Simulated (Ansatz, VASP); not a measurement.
Given: the input of a run of Ansatz 0.2.0 on SnSe.

Contents of input:

```
crystal:
  lattice:
    - [0.0, 3.0690345955, 3.0690345955]
    - [3.0690345955, 0.0, 3.0690345955]
    - [3.0690345955, 3.0690345955, 0.0]
  atoms:
    - { symbol: Sn, position: [0.0, 0.0, 0.0] }
    - { symbol: Se, position: [0.5, 0.5, 0.5] }
hamiltonian:
  xc: pbe0
  pseudopotentials: { kind: paw }
kpoints:
  mp_grid: { grid: [6, 6, 6] }
scf:
  occupations: { method: fermi_dirac, width: 0.05 }
output:
  forces: true
  stress: true
  eigenvalues: true
```

Problem. Translate it to VASP 6.6.1. Potentials there: VASP PAW PBE potentials, release 64 (Sn_d, Se).

Solution. As run (the cutoff follows the program's own potentials):

File POSCAR:

```
SnSe
1.0
    0.0000000000      3.0690345955      3.0690345955
    3.0690345955      0.0000000000      3.0690345955
    3.0690345955      3.0690345955      0.0000000000
Sn Se
1 1
Direct
    0.0000000000      0.0000000000      0.0000000000
    0.5000000000      0.5000000000      0.5000000000
```

INCAR.step1

```
SYSTEM = SnSe
PREC     = Accurate       ! precision mode
ENCUT    = 520            ! plane-wave cutoff, eV
EDIFF    = 1E-5           ! SCF threshold, eV
ISMEAR   = -1             ! smearing method
SIGMA    = 0.05           ! smearing width, eV
LREAL    = .False.        ! projectors in reciprocal space
LASPH    = .True.         ! aspherical terms in the spheres
NELM     = 100            ! most SCF steps
ALGO     = Normal         ! electronic algorithm
ISIF     = 2              ! what is computed and relaxed
LWAVE    = .True.         ! write WAVECAR
LCHARG   = .False.        ! write CHGCAR
NBANDS   = 17             ! bands
GGA      = PE             ! functional
```

File INCAR.step2:

```
SYSTEM = SnSe
PREC     = Accurate       ! precision mode
ENCUT    = 520            ! plane-wave cutoff, eV
EDIFF    = 1E-6           ! SCF threshold, eV
ISMEAR   = -1             ! smearing method
SIGMA    = 0.05           ! smearing width, eV
LREAL    = .False.        ! projectors in reciprocal space
LASPH    = .True.         ! aspherical terms in the spheres
NELM     = 100            ! most SCF steps
ALGO     = Normal         ! electronic algorithm
ISIF     = 2              ! what is computed and relaxed
LWAVE    = .False.        ! write WAVECAR
LCHARG   = .False.        ! write CHGCAR
GGA      = PE             ! functional
LHFCALC  = .True.         ! exact exchange
AEXX     = 0.25           ! exact-exchange fraction
PRECFOCK = Normal       
NBANDS   = 17             ! bands
ISTART   = 1
```

File KPOINTS:

```
regular mesh
0
Gamma
  6 6 6
  0 0 0
```

Potentials or basis: VASP PAW PBE potentials, release 64 (Sn_d, Se).

Run with:

```console
$ cat potpaw_PBE.64/Sn_d/POTCAR potpaw_PBE.64/Se/POTCAR > POTCAR
$ cp INCAR.step1 INCAR
$ mpirun -np 1 vasp_std > vasp.out
$ cp INCAR.step2 INCAR
$ mpirun -np 1 vasp_std > vasp.out
```

Both were run:

|  | VASP | Ansatz | Ansatz less VASP |
| --- | --- | --- | --- |
| gap on the k mesh at the Fermi level (eV) | 0.39 | 0.43 | +0.036 |
| least direct gap on the mesh (eV) | 0.39 | 0.43 | +0.036 |
| pressure (GPa) | -3.3 | -2.7 | +0.60 |

VASP's potentials hold 20 valence electrons a cell and Ansatz's 30, so a difference there can come from the potentials and not from the codes.
